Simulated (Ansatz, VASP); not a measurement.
# Two plane-wave programs on CaO

```
Ca O
1.0
     0.00000    2.58066    2.64787
     2.58066    0.00000    2.64787
     2.58066    2.58066    0.00000
Ca O
1 1
Direct
  0.00000 0.00000 0.00000
  0.25000 0.25000 0.25000
```

Change from the starting cell: epitaxial_xy strain -1.0%.

Alike in both runs: task single point; functional r2SCAN; k mesh 8 × 8 × 8; no spin polarisation.

|  | VASP | Ansatz |
| --- | --- | --- |
| version | VASP 6.6.1 | Ansatz 0.2.0 |
| potentials or method | VASP PAW PBE potentials, release 64 (Ca_sv, O) | plane waves, PAW |
| plane-wave cutoff (eV) | 520 | 500 |
| occupations | gaussian, width 0.01 eV | fixed |
| valence electrons in the cell | 16 | 16 |

|  | VASP | Ansatz | Ansatz less VASP |
| --- | --- | --- | --- |
| gap on the k mesh at the Fermi level (eV) | 3.72 | 3.75 | +0.026 |
| pressure (GPa) | 1.2 | 0.3 | -0.94 |
| traceless stress, the component that is largest in VASP (GPa) | -0.27 | -0.31 | -0.032 |

VASP's potentials were made for PBE, not for r2SCAN.
